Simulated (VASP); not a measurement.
**SiO2: electric field gradients with r2SCAN**

Crystal: SiO2.

```
CELL_PARAMETERS angstrom
4.99300 0.00000 0.00000
0.00000 4.99300 0.00000
0.00000 0.00000 7.00500
ATOMIC_POSITIONS crystal
Si 0.30241 0.30241 0.00000
Si 0.19759 0.80241 0.25000
Si 0.69759 0.69759 0.50000
Si 0.80241 0.19759 0.75000
O 0.23776 0.11089 0.18195
O 0.38911 0.73776 0.43195
O 0.76224 0.88911 0.68195
O 0.61089 0.26224 0.93195
O 0.73776 0.38911 0.56805
O 0.88911 0.76224 0.31805
O 0.26224 0.61089 0.06805
O 0.11089 0.23776 0.81805
```

```
Program                : VASP 6.6.1
Task                   : electric field gradients
Functional             : r2SCAN
Potentials or basis    : VASP PAW PBE potentials, release 64 (Si, O)
Cutoff                 : 520 eV
k mesh                 : 5 × 5 × 3
Occupations            : fermi-dirac, width 0.02 eV
Spin                   : no spin polarisation
Dipole correction      : no
Further INCAR settings : ALGO = Normal; EDIFF = 1e-08; NBANDS = 44
```

The pressure is -3.6 GPa, the largest force is 0.281 eV/Å and the band gap on the k mesh is 6.24 eV. The largest electric field gradient by atom is Si -4.3; O +89.8 V/Å².

Forces in eV/Å, atoms in the order of the input:
```
Si   0.033  0.033  0.000
Si  -0.033  0.033  0.000
Si  -0.033 -0.033  0.000
Si   0.033 -0.033  0.000
O    0.045 -0.139 -0.240
O    0.139  0.045 -0.240
O   -0.045  0.139 -0.240
O   -0.139 -0.045 -0.240
O    0.045  0.139  0.240
O    0.139 -0.045  0.240
O   -0.045 -0.139  0.240
O   -0.139  0.045  0.240
```

Stress tensor (GPa, compression positive):
```
-3.24  0.00  0.00
 0.00 -3.24  0.00
 0.00  0.00 -4.26
```

Levels at points of the mesh, in eV from the valence-band top:
```csv
k point,band 28,band 29,band 30,band 31,band 32,band 33,band 34,band 35,band 36,band 37
"(0.00, 0.00, 0.00)",-1.25,-0.66,-0.31,-0.31,0.00,6.24,9.56,9.56,9.93,9.93
```

Electric field gradients, principal values (V/Å²):
| atom | least | middle | greatest (by size) |
| --- | --- | --- | --- |
| 1 Si | 0.689 | 3.563 | -4.252 |
| 2 Si | 0.689 | 3.563 | -4.252 |
| 3 Si | 0.689 | 3.563 | -4.252 |
| 4 Si | 0.689 | 3.563 | -4.252 |
| 5 O | -37.146 | -52.691 | 89.837 |
| 6 O | -37.146 | -52.691 | 89.837 |
| 7 O | -37.146 | -52.691 | 89.837 |
| 8 O | -37.146 | -52.691 | 89.837 |
| 9 O | -37.146 | -52.691 | 89.837 |
| 10 O | -37.146 | -52.691 | 89.837 |
| 11 O | -37.146 | -52.691 | 89.837 |
| 12 O | -37.146 | -52.691 | 89.837 |

It took 4.2 min on 1 thread of Intel(R) Xeon(R) Platinum 8488C (Sapphire Rapids), on a shared host, peak memory 0.33 GiB.

Caveat: the cell stands under tension; without QUAD_EFG the Cq values of the log hold for a quadrupole moment of 1 mb, not for the nuclei; the PAW data sets were made with another functional, which shifts forces and pressure a little; an odd mesh through Γ misses points on the zone boundary, where band edges can lie.
